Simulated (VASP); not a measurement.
Input of a VASP 6.6.1 run:

Contents of INCAR:

```
SYSTEM = MoS2
  PREC = Accurate
  ENCUT = 520
  EDIFF = 1E-7
  ISMEAR = 0
  SIGMA = 0.05
  LREAL = .False.
  LASPH = .True.
  NELM = 60
  ALGO = Normal
  ISIF = 2
  LWAVE = .False.
  LCHARG = .True.
  GGA = PE
  IVDW = 12
  LELF = .True.
  LVHAR = .True.
  NBANDS = 20
```

Contents of KPOINTS:

```
regular mesh
0
Gamma
  12 12 4
  0 0 0
```

File POSCAR:

```
MoS2
1.0
    3.1497239970      0.0000000000      0.0236229300
   -1.5748619985      2.7277409963     -0.0118114650
    0.0498565700      0.0000000000      6.6475426602
Mo S
1 2
Direct
    0.0000000000      0.0000000000      0.0000000000
    0.3333333333      0.6666666667      0.2356692374
    0.3333333333      0.6666666667      0.7643307626
```

Potentials or basis: VASP PAW PBE potentials, release 64 (Mo_sv, S).

Command:

```sh
$ cat potpaw_PBE.64/Mo_sv/POTCAR potpaw_PBE.64/S/POTCAR > POTCAR
$ mpirun -np 1 vasp_std > vasp.out
```

Q: What does it give for the band gap on the k mesh?

A: 1.22 eV, indirect (least direct gap 1.76 eV).

Q: What does it give for the pressure?

A: -0.1 GPa.

Q: Estimate the dispersion energy per atom.

A: -0.398 eV.

Stress tensor (GPa, compression positive):
```
-0.07  0.00 -1.88
 0.00 -0.09  0.00
-1.88  0.00 -0.12
```

Caveat: the cell differs from its parent crystal (strain +0.0150 x Voigt [0, 0, 0, 0, 1, 0]). A k mesh can miss the band edges.
